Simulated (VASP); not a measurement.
Set up this calculation in VASP 6.6.1, as the native input.

- Task: single point
- Functional: PBE
- Potentials or basis: VASP PAW PBE potentials, release 64 (Ge_d, Br)
- Cutoff: 520 eV
- k mesh: 3 × 3 × 4
- Occupations: gaussian, width 0.1 eV
- Spin: no spin polarisation
- Dipole correction: no
- Further INCAR settings: ALGO = Normal; EDIFF = 1e-06; NBANDS = 34

The structure of GeBr5 lies in POSCAR:

```
GeBr5
1.0
    6.5354297000      0.0000000000      0.0000000000
   -3.2677148500      5.6598481400      0.0000000000
    0.0000000000      0.0000000000      6.0299376100
Ge Br
1 5
Direct
    0.0000000000      0.0000000000      0.0000000000
    0.6666666700      0.3333333300      0.0000000000
    0.3194194100      0.0000000000      0.5000000000
    0.6805805900      0.6805805900      0.5000000000
    0.0000000000      0.3194194100      0.5000000000
    0.3333333300      0.6666666700      0.0000000000
```

The cell was generated, and may not be a known phase.

The input as run:

INCAR

```
SYSTEM = GeBr5
PREC = Accurate ; ENCUT = 520
EDIFF = 1E-6 ; ISMEAR = 0
SIGMA = 0.1 ; LREAL = .FALSE.
LASPH = .TRUE. ; NELM = 60
ALGO = Normal ; ISIF = 2
LWAVE = .FALSE. ; LCHARG = .FALSE.
GGA = PE ; NBANDS = 34
```

KPOINTS

```
regular mesh
0
G
  3 3 4
  0 0 0
```

Potentials or basis: VASP PAW PBE potentials, release 64 (Ge_d, Br).

The run is started by

```bash
$ cat potpaw_PBE.64/Ge_d/POTCAR potpaw_PBE.64/Br/POTCAR > POTCAR
$ mpirun -np 1 vasp_std > vasp.out
```

Results of the run:

* Pressure: -4.7 GPa
* Largest force: 0.389 eV/Å
* Band gap on the k mesh: zero (an odd number of electrons rules out a gap without spin polarisation)

Caveat: the k points lie up to 0.37 Å⁻¹ apart, too coarse for converged energies and pressures of a metal; an odd number of electrons without spin polarisation forces a metal; a magnetic or distorted state may lie lower.

Run time: 75 s on 1 thread of Oxide Virtual Turin-like Processor, with other jobs on the host, peak memory 0.32 GiB.
